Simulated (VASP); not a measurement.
# MgS: single point with PBEsol

Crystal: MgS.

```
CELL_PARAMETERS angstrom
0.00000 2.52360 2.52360
2.52360 0.00000 2.52360
2.52360 2.52360 0.00000
ATOMIC_POSITIONS crystal
Mg 0.00000 0.00000 0.00000
S 0.50000 0.50000 0.50000
```

This cell differs from its parent crystal: strain -0.030 along x and y, -0.030 along z.

| Property | Result |
| --- | --- |
| Program | VASP 6.6.1 |
| Task | single point |
| Functional | PBEsol |
| Potentials or basis | VASP PAW PBE potentials, release 64 (Mg, S) |
| Cutoff | 520 eV |
| k mesh | 8 × 8 × 8 |
| Occupations | gaussian, width 0.05 eV |
| Spin | no spin polarisation |
| Dipole correction | no |
| Further INCAR settings | ALGO = Normal; EDIFF = 1e-06; NBANDS = 11 |

| Property | Result |
| --- | --- |
| Pressure | 7.1 GPa |
| Band gap on the k mesh | 2.89 eV, indirect (least direct gap 4.35 eV) |

Levels at points of the mesh, in eV from the valence-band top:
```csv
k point,band 1,band 2,band 3,band 4,band 5,band 6,band 7,band 8
"(0.00, 0.00, 0.00)",-13.24,0.00,0.00,0.00,4.35,7.78,7.78,7.78
"(0.50, 0.00, 0.00)",-11.67,-5.41,-0.71,-0.71,4.53,6.92,6.92,11.04
"(0.50, 0.50, 0.00)",-11.21,-4.77,-1.93,-1.93,2.89,3.94,12.79,13.08
```

Run time: 7.5 s on 1 thread of Intel Xeon 6975P-C, with other jobs on the host, peak memory 0.16 GiB.

Caveat: the cell differs from its parent crystal (strain -0.030 along x and y, -0.030 along z); the PAW data sets were made with another functional, which shifts forces and pressure a little. A k mesh can miss the band edges.
